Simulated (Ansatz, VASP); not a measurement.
One calculation of Al2InN3, two programs

The input INCAR:

```
PREC = Accurate ; ENCUT = 520
EDIFF = 1E-6 ; ISMEAR = 0
SIGMA = 0.05 ; LREAL = F
LASPH = T ; NELM = 100
ALGO = Normal ; ISIF = 2
LWAVE = F ; LCHARG = F
GGA = PE ; NBANDS = 46
```

The input KPOINTS:

```
regular mesh
0
Gamma
  6 6 6
```

POSCAR

```
Al2InN3
1.0
    4.9165698135     -2.8275486720      0.0000000000
    4.9165698135      2.8275486720      0.0000000000
    0.0000000000      0.0000000000      5.2490743872
Al In N
4 2 6
Direct
    0.0084427086      0.3348641725      0.9917411822
    0.6651358275      0.9915572914      0.9917411822
    0.9915572914      0.6651358275      0.4917411822
    0.3348641725      0.0084427086      0.4917411822
    0.3220722962      0.6779277038      0.9869930315
    0.6779277038      0.3220722962      0.4869930315
    0.0367610679      0.3336262977      0.3556963910
    0.6663737023      0.9632389321      0.3556963910
    0.9632389321      0.6663737023      0.8556963910
    0.3336262977      0.0367610679      0.8556963910
    0.2982358752      0.7017641248      0.4061317922
    0.7017641248      0.2982358752      0.9061317922
```

Input for Ansatz:

```yaml
crystal:
  lattice:
    - [4.9165698135, -2.827548672, 0.0]
    - [4.9165698135, 2.827548672, 0.0]
    - [0.0, 0.0, 5.2490743872]
  atoms:
    - { symbol: Al, position: [0.0084427086, 0.3348641725, 0.9917411822] }
    - { symbol: Al, position: [0.6651358275, 0.9915572914, 0.9917411822] }
    - { symbol: Al, position: [0.9915572914, 0.6651358275, 0.4917411822] }
    - { symbol: Al, position: [0.3348641725, 0.0084427086, 0.4917411822] }
    - { symbol: In, position: [0.3220722962, 0.6779277038, 0.9869930315] }
    - { symbol: In, position: [0.6779277038, 0.3220722962, 0.4869930315] }
    - { symbol: "N", position: [0.0367610679, 0.3336262977, 0.355696391] }
    - { symbol: "N", position: [0.6663737023, 0.9632389321, 0.355696391] }
    - { symbol: "N", position: [0.9632389321, 0.6663737023, 0.855696391] }
    - { symbol: "N", position: [0.3336262977, 0.0367610679, 0.855696391] }
    - { symbol: "N", position: [0.2982358752, 0.7017641248, 0.4061317922] }
    - { symbol: "N", position: [0.7017641248, 0.2982358752, 0.9061317922] }
basis:
  ecutwfc: 520.0
kpoints:
  mp_grid: { grid: [6, 6, 6] }
hamiltonian:
  xc: pbe
  pseudopotentials: { kind: paw, azcp: { folder: soft_1 } }
scf:
  occupations: { method: gaussian, width: 0.05 }
output:
  forces: true
  stress: true
  eigenvalues: true
  write_density: true
  write_potential: true
  elf: true
  volumetric_format: npy
```

Alike in both runs: task single point; functional PBE; k mesh 6 × 6 × 6; occupations gaussian, width 0.05 eV; no spin polarisation.

```csv
,VASP,Ansatz
version,VASP 6.6.1,Ansatz 0.2.0
potentials or method,"VASP PAW PBE potentials, release 64 (Al, In_d, N), cutoff 520 eV","scalar-relativistic, plane waves, PAW"
valence electrons in the cell,68,68
```

Ansatz gave:

| Item | Value |
| --- | --- |
| gap on the k mesh at the Fermi level (eV) | 2.16 |
| least direct gap on the mesh (eV) | 2.16 |
| pressure (GPa) | 0.0 |
| rms of the force components (eV/Å) | 0.001 |

Task: What did VASP give for the same quantities?

Result: gap on the k mesh at the Fermi level (eV): 2.16; least direct gap on the mesh (eV): 2.16; pressure (GPa): -0.1; rms of the force components (eV/Å): 0.009.

Atom by atom the forces differ by 0.010 eV/Å (rms over components).
